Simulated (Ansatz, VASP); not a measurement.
**Ge in VASP and in Ansatz**

The input INCAR:

```
SYSTEM = Ge
PREC = Accurate ; ENCUT = 520
EDIFF = 1E-7 ; ISMEAR = -1
SIGMA = 0.05 ; LREAL = .False.
LASPH = .True. ; NELM = 80
ALGO = Normal ; ISIF = 2
LWAVE = .False. ; LCHARG = .False.
GGA = PE ; NBANDS = 21
```

KPOINTS

```
regular mesh
0
Gamma
  4 4 4
  0 0 0
```

POSCAR

```
Ge
1.0
    0.0000000000      2.8859759802      2.8859759802
    2.8859759802      0.0000000000      2.8859759802
    2.8859759802      2.8859759802      0.0000000000
Ge
2
Direct
    0.5000000000      0.5000000000      0.5000000000
    0.7500000000      0.7500000000      0.7500000000
```

Input for Ansatz:

```yaml
crystal:
  lattice:
    - [0.0, 2.8859759802, 2.8859759802]
    - [2.8859759802, 0.0, 2.8859759802]
    - [2.8859759802, 2.8859759802, 0.0]
  atoms:
    - { symbol: Ge, position: [0.5, 0.5, 0.5] }
    - { symbol: Ge, position: [0.75, 0.75, 0.75] }
hamiltonian:
  xc: pbe
  pseudopotentials:
    kind: paw
    azcp:
      Ge: "pseudopotentials/Ge.paw.azcp"
basis:
  ecutwfc: 420
  fft_grid_basis: typed
kpoints:
  mp_grid: { grid: [4, 4, 4], shift: [0, 0, 0] }
magnetization:
  spin_polarized: false
scf:
  occupations: { method: fermi_dirac, width: 0.05 }
  lower_state_search: "off"
output:
  stress: true
```

Alike in both runs: task single point; functional PBE; k mesh 4 × 4 × 4; occupations fermi-dirac, width 0.05 eV; no spin polarisation.

```csv
,VASP,Ansatz
version,VASP 6.6.1,Ansatz 0.2.0
potentials or method,"VASP PAW PBE potentials, release 64 (Ge_d), cutoff 520 eV","plane waves (420 eV) with PAW, scalar-relativistic"
valence electrons in the cell,28,28
```

```csv
,VASP,Ansatz,Ansatz less VASP
pressure (GPa),0.7,0.7,+0.06
```

The k mesh is coarse, so the values compare programs but aren't converged.
